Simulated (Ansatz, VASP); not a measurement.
## B: VASP beside Ansatz

```
CELL_PARAMETERS angstrom
2.79849 -1.44887 0.00000
2.79849 1.44887 0.00000
-0.11338 0.00000 3.25883
ATOMIC_POSITIONS crystal
B 0.23132 0.23132 0.32969
B 0.09869 0.09869 0.80552
B 0.76868 0.76868 0.67031
B 0.90131 0.90131 0.19448
```

Alike in both runs: task relaxation of cell and atoms; functional PBE; k mesh 6 × 6 × 6; occupations gaussian, width 0.1 eV; no spin polarisation.

```csv
,VASP,Ansatz
version,VASP 6.6.1,Ansatz 0.2.0
potentials or method,"VASP PAW PBE potentials, release 64 (B), cutoff 600 eV","scalar-relativistic, plane waves, PAW"
valence electrons in the cell,12,12
```

```csv
,VASP,Ansatz,Ansatz less VASP
"gap on the k mesh at the Fermi level, each at its own relaxed structure (eV)",none,none,-
relaxed volume (Å³/atom),6.60,6.60,+0.003
relaxed cell length with the largest relative difference (Å),3.260,3.263,+0.0034
```

A gap of «none» marks a metal or a gap that the smearing closes.

The k mesh is coarse, so the values compare programs but aren't converged.
